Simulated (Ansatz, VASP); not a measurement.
## Pd in VASP and in Ansatz

The input INCAR:

```
SYSTEM = Pd
PREC     = Accurate       ! precision mode
ENCUT    = 520            ! plane-wave cutoff, eV
EDIFF    = 1E-6           ! SCF threshold, eV
ISMEAR   = -1             ! smearing method
SIGMA    = 0.05           ! smearing width, eV
LREAL    = .FALSE.        ! projectors in reciprocal space
LASPH    = .TRUE.         ! aspherical terms in the spheres
NELM     = 150            ! most SCF steps
ALGO     = Normal         ! electronic algorithm
ISIF     = 2              ! what is computed and relaxed
LWAVE    = .FALSE.        ! write WAVECAR
LCHARG   = .FALSE.        ! write CHGCAR
ISPIN    = 2              ! spin polarisation
MAGMOM   = 0.5 0.5 0.5    ! initial moments
LORBIT   = 11             ! projections on sites
LMAXMIX  = 4              ! l up to which the mixer works
GGA      = CA             ! functional
NBANDS   = 26             ! bands
```

Contents of KPOINTS:

```
Automatic mesh
0
G
  9 9 14
  0 0 0
```

Contents of POSCAR:

```
Pd
1.0
    4.5546085375      0.0000000000      0.0000000000
   -2.2773042688      3.9444066978      0.0000000000
    0.0000000000      0.0000000000      2.7025161765
Pd
3
Direct
    0.0000000000      1.0000000000      0.0000000000
    0.3333333333      0.6666666667      0.5000000000
    0.6666666667      0.3333333333      0.5000000000
```

Input for Ansatz:

```yaml
crystal:
  lattice:
    - [4.5546085375, 0.0, 0.0]
    - [-2.2773042688, 3.9444066978, 0.0]
    - [0.0, 0.0, 2.7025161765]
  atoms:
    - { symbol: Pd, position: [0.0, 1.0, 0.0], spin: 0.5 }
    - { symbol: Pd, position: [0.3333333333, 0.6666666667, 0.5], spin: 0.5 }
    - { symbol: Pd, position: [0.6666666667, 0.3333333333, 0.5], spin: 0.5 }
hamiltonian:
  xc: lda
  pseudopotentials:
    kind: paw
    azcp:
      Pd: "pseudopotentials/Pd.paw.azcp"
basis:
  ecutwfc: 420
  fft_grid_basis: typed
kpoints:
  mp_grid: { grid: [9, 9, 14], shift: [0, 0, 0] }
magnetization:
  spin_polarized: true
scf:
  occupations: { method: fermi_dirac, width: 0.05 }
  lower_state_search: "off"
output:
  stress: true
```

Alike in both runs: task single point; functional LDA; k mesh 9 × 9 × 14; occupations fermi-dirac, width 0.05 eV; collinear spin.

```csv
,VASP,Ansatz
version,VASP 6.6.1,Ansatz 0.2.0
potentials or method,"VASP PAW LDA potentials, release 64 (Pd), cutoff 520 eV","plane waves (420 eV) with PAW, scalar-relativistic"
valence electrons in the cell,30,54
```

Ansatz gave:

| Quantity | Value |
| --- | --- |
| pressure (GPa) | -17.9 |
| traceless stress, the component that is largest in VASP (GPa) | 0.25 |
| net moment per atom (μB) | 0.00 |

Problem. What did VASP give for the same quantities?

Solution. Pressure (GPa): -17.7; traceless stress, the component that is largest in VASP (GPa): 0.27; net moment per atom (μB): 0.00.

Ansatz warns that its potentials were made for another functional, while VASP's fit it. LDA's correlation is that of Perdew and Zunger in VASP and of Perdew and Wang (1992) in Ansatz. VASP's potentials hold 30 valence electrons a cell and Ansatz's 54, so a difference there can come from the potentials and not from the codes. Ansatz's warnings: seeded moment not kept.
